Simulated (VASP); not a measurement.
Crystal: Rh.

```
Rh
1.0
     2.87941    0.00000    0.00000
    -1.43971    2.49364    0.00000
     0.00000    0.00000    4.63383
Rh
2
Direct
  0.66667 0.33333 0.75000
  0.33333 0.66667 0.25000
```

This isn't the form of Rh at room conditions, which is fcc.

Base run:

| Property | Result |
| --- | --- |
| Program | VASP 6.6.1 |
| Functional | PBE |
| Potentials or basis | VASP PAW PBE potentials, release 64 (Rh_pv) |
| Cutoff | 500 eV |
| k mesh | 21 × 21 × 12 |
| Occupations | gaussian, width 0.15 eV |
| Spin | collinear spin, ferromagnetic start |
| Starting moments | [0.625, 0.625] μB |
| Fixed moment | 1.25 μB |

Its results: pressure -25.6 GPa; site moments Rh +0.64 μB.

Q: The run is repeated on the same cell with these changes: fixed moment from 1.25 μB to 1.5 μB; moments at the start from [0.62, 0.62] to [0.75, 0.75]. What comes out?

A: Pressure -24.9 GPa; site moments Rh +0.76 μB.

Caveats: the cell stands under tension; the total moment is fixed, so each spin has its own Fermi level and the state may be an excited one.
